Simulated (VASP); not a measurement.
In3As: single point with r2SCAN

The system is In3As.

```
CELL_PARAMETERS angstrom
4.67168 0.00000 0.00000
0.00000 4.67168 0.00000
0.00000 0.00000 4.67168
ATOMIC_POSITIONS crystal
In 0.50000 0.50000 0.00000
In 0.50000 0.00000 0.50000
In 0.00000 0.50000 0.50000
As 0.00000 0.00000 0.00000
```

```
Program                : VASP 6.6.1
Task                   : single point
Functional             : r2SCAN
Potentials or basis    : VASP PAW PBE potentials, release 64 (In_d, As)
Cutoff                 : 520 eV
k mesh                 : 6 × 6 × 6
Occupations            : fermi-dirac, width 0.05 eV
Spin                   : no spin polarisation
Dipole correction      : no
Further INCAR settings : ALGO = Normal; EDIFF = 1e-06; NBANDS = 30
```

```
Pressure               : -0.9 GPa
Band gap on the k mesh : zero (bands 22 and 23 overlap by 4.11 eV)
```

Levels at points of the mesh, in eV from the Fermi level:
| k point | band 18 | band 19 | band 20 | band 21 | band 22 | band 23 | band 24 | band 25 | band 26 | band 27 |
| --- | --- | --- | --- | --- | --- | --- | --- | --- | --- | --- |
| (0.00, 0.00, 0.00) | -3.04 | -3.04 | -3.04 | -1.78 | -1.78 | 2.18 | 2.18 | 2.18 | 4.88 | 4.88 |
| (0.50, 0.00, 0.00) | -4.37 | -1.72 | -1.72 | -1.08 | -0.03 | -0.03 | 0.01 | 1.74 | 4.98 | 4.98 |
| (0.50, 0.50, 0.00) | -6.11 | -6.04 | -0.87 | -0.20 | 0.52 | 0.52 | 1.94 | 2.09 | 2.09 | 2.21 |
| (0.50, 0.50, 0.50) | -4.30 | -4.30 | -4.11 | -4.11 | -4.11 | -3.56 | 5.00 | 5.00 | 5.00 | 9.25 |

Run time: 90 s on 1 thread of AMD EPYC 9R45 (Zen 5) (shared host), peak memory 0.21 GiB.

Caveat: the PAW data sets were made with another functional, which shifts forces and pressure a little; spin-orbit coupling is left out, which moves the levels of the heavy elements.
